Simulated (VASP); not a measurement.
A run of VASP 6.6.1:

The input INCAR:

```
PREC = Accurate
ENCUT = 500
EDIFF = 1E-7
ISMEAR = -1
SIGMA = 0.05
LREAL = F
LASPH = T
NELM = 120
ALGO = Normal
ISIF = 3
LWAVE = F
LCHARG = F
GGA = CA
IBRION = 2
NSW = 45
EDIFFG = -0.005
GGA_COMPAT = F
NELMIN = 4
```

The input KPOINTS:

```
regular mesh
0
Gamma
  10 10 10
```

POSCAR

```
Cs
1.0
    0.0000000000      3.6337111148      3.6337111148
    3.6337111148      0.0000000000      3.6337111148
    3.6337111148      3.6337111148      0.0000000000
Cs
1
Direct
    0.0000000000      0.0000000000      0.0000000000
```

Potentials or basis: VASP PAW LDA potentials, release 64 (Cs_sv).

Launch:

```sh
$ cat potpaw_LDA.64/Cs_sv/POTCAR > POTCAR
$ mpirun -np 1 vasp_std > vasp.out
```

Hardware: 1 thread of AMD EPYC 7R13 (shared host).

Question: How long does it take, and how much memory?

Answer: Run time: 89 s on 1 thread of AMD EPYC 7R13, on a shared host, peak memory 0.18 GiB. Counts: scf iterations 22, k points 47, ion steps 3.
